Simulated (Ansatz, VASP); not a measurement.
**SiO2: VASP beside Ansatz**

```
Si O
1.0
     4.97559    0.00000    0.00000
     0.00000    4.97559    0.00000
     0.00000    0.00000    6.90089
Si O
4 8
Direct
  0.80325 0.80325 0.50000
  0.69675 0.30325 0.25000
  0.30325 0.69675 0.75000
  0.19675 0.19675 0.00000
  0.76176 0.11039 0.43204
  0.88961 0.23824 0.06796
  0.11039 0.76176 0.56796
  0.26176 0.38961 0.81796
  0.23824 0.88961 0.93204
  0.73824 0.61039 0.31796
  0.38961 0.26176 0.18204
  0.61039 0.73824 0.68204
```

Alike in both runs: functional LDA; k mesh 6 × 6 × 4; no spin polarisation.

```csv
,VASP,Ansatz
version,VASP 6.6.1,Ansatz 0.2.0
potentials or method,"VASP PAW LDA potentials, release 64 (Si, O)",Ansatz PAW
plane-wave cutoff (eV),520,420
occupations,"gaussian, width 0.01 eV",fixed
valence electrons in the cell,64,64
task,single point,band structure
```

|  | VASP | Ansatz | Ansatz less VASP |
| --- | --- | --- | --- |
| gap on the k mesh at the Fermi level (eV) | 5.49 | 5.49 | -0.002 |
| least direct gap on the mesh (eV) | 5.49 | 5.49 | -0.002 |
| pressure (GPa) | -1.0 | -1.6 | -0.57 |
| traceless stress, the component that is largest in VASP (GPa) | 0.05 | 0.09 | +0.034 |
| rms of the force components (eV/Å) | 0.031 | 0.044 | +0.0135 |

LDA's correlation is that of Perdew and Zunger in VASP and of Perdew and Wang (1992) in Ansatz. Atom by atom the forces differ by 0.015 eV/Å (rms over components).
